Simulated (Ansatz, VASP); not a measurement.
HC12: VASP beside Ansatz

The input INCAR:

```
SYSTEM = HC12
ALGO     = Normal         ! electronic algorithm
DIPOL    = 0.5 0.5 0.300
EDIFF    = 1E-6           ! SCF threshold, eV
ENCUT    = 520            ! plane-wave cutoff, eV
GGA      = PE             ! functional
IDIPOL   = 3            
ISIF     = 2              ! what is computed and relaxed
ISMEAR   = 0              ! smearing method
ISPIN    = 2              ! spin polarisation
IVDW     = 12             ! dispersion correction
LASPH    = .True.         ! aspherical terms in the spheres
LCHARG   = .False.        ! write CHGCAR
LDIPOL   = .True.       
LORBIT   = 11             ! projections on sites
LREAL    = .False.        ! projectors in reciprocal space
LWAVE    = .False.        ! write WAVECAR
MAGMOM   = 0 0 0 0 0 0 0 0 0 0 0 0 1 ! initial moments
NBANDS   = 40             ! bands
NELM     = 150            ! most SCF steps
PREC     = Accurate       ! precision mode
SIGMA    = 0.05           ! smearing width, eV
```

Contents of KPOINTS:

```
k-points
0
Gamma
  6 7 1
  0 0 0
```

Contents of POSCAR:

```
HC12
1.0
    4.9311586502      0.0000000000      0.0000000000
    0.0000000000      4.0098697767      0.0000000000
    0.0000000000      0.0000000000     21.6014232414
C H
12 1
Direct
    0.2500000000      0.3776970832      0.1851729840
    0.7500000000      0.3776970832      0.1851729840
    0.0000000000      0.4720802753      0.2130426460
    0.5000000000      0.4720802753      0.2130426460
    0.0000000000      0.6609562027      0.2688143161
    0.5000000000      0.6609562027      0.2688143161
    0.2500000000      0.7503681903      0.2962457608
    0.7500000000      0.7503681903      0.2962457608
    0.2500000000      0.9412921293      0.3552728042
    0.7500000000      0.9412921293      0.3552728042
    0.0000000000      0.0234303656      0.3796705036
    0.5000000000      0.0234303656      0.3796705036
    0.0000000000      0.0234303656      0.5092915924
```

Input for Ansatz:

```yaml
crystal:
  lattice:
    - [4.9311586502, 0.0, 0.0]
    - [0.0, 4.0098697767, 0.0]
    - [0.0, 0.0, 21.6014232414]
  atoms:
    - { symbol: C, position: [0.25, 0.3776970832, 0.185172984] }
    - { symbol: C, position: [0.75, 0.3776970832, 0.185172984] }
    - { symbol: C, position: [0.0, 0.4720802753, 0.213042646] }
    - { symbol: C, position: [0.5, 0.4720802753, 0.213042646] }
    - { symbol: C, position: [0.0, 0.6609562027, 0.2688143161] }
    - { symbol: C, position: [0.5, 0.6609562027, 0.2688143161] }
    - { symbol: C, position: [0.25, 0.7503681903, 0.2962457608] }
    - { symbol: C, position: [0.75, 0.7503681903, 0.2962457608] }
    - { symbol: C, position: [0.25, 0.9412921293, 0.3552728042] }
    - { symbol: C, position: [0.75, 0.9412921293, 0.3552728042] }
    - { symbol: C, position: [0.0, 0.0234303656, 0.3796705036] }
    - { symbol: C, position: [0.5, 0.0234303656, 0.3796705036] }
    - { symbol: H, position: [0.0, 0.0234303656, 0.5092915924], spin: 1.0 }
basis:
  ecutwfc: 420
kpoints:
  mp_grid: { grid: [6, 7, 1] }
hamiltonian:
  xc: pbe
  pseudopotentials: { kind: paw, azcp: { folder: soft_1 } }
  dispersion: d3bj
scf:
  occupations: { method: gaussian, width: 0.05 }
output:
  forces: true
  eigenvalues: true
  populations: true
magnetization:
  spin_polarized: true
efield:
  axis: 3
  dipole_correction: true
  ramp_width: 0.04
```

Alike in both runs: task single point; functional PBE; dispersion D3(BJ); k mesh 6 × 7 × 1; occupations gaussian, width 0.05 eV; collinear spin.

```csv
,VASP,Ansatz
version,VASP 6.6.1,Ansatz 0.2.0
potentials or method,"VASP PAW PBE potentials, release 64 (C, H), cutoff 520 eV","scalar-relativistic, plane waves, PAW"
valence electrons in the cell,49,49
```

Ansatz gave:

```
gap on the k mesh at the Fermi level (eV)                     : 0.62
least direct gap on the mesh (eV)                             : 0.64
rms of the force components (eV/Å)                            : 1.066
net moment per atom (μB)                                      : 0.08
size of the moment on the site where the two differ most (μB) : 0.79
```

Task: Estimate VASP's values.

Result: gap on the k mesh at the Fermi level (eV): 0.03; least direct gap on the mesh (eV): 0.03; rms of the force components (eV/Å): 1.050; net moment per atom (μB): 0.23; size of the moment on the site where the two differ most (μB): 0.36.

The net moments are unlike, so the other rows may belong to different states. Site moments also hang on the region over which each program counts them. Atom by atom the forces differ by 0.061 eV/Å (rms over components).
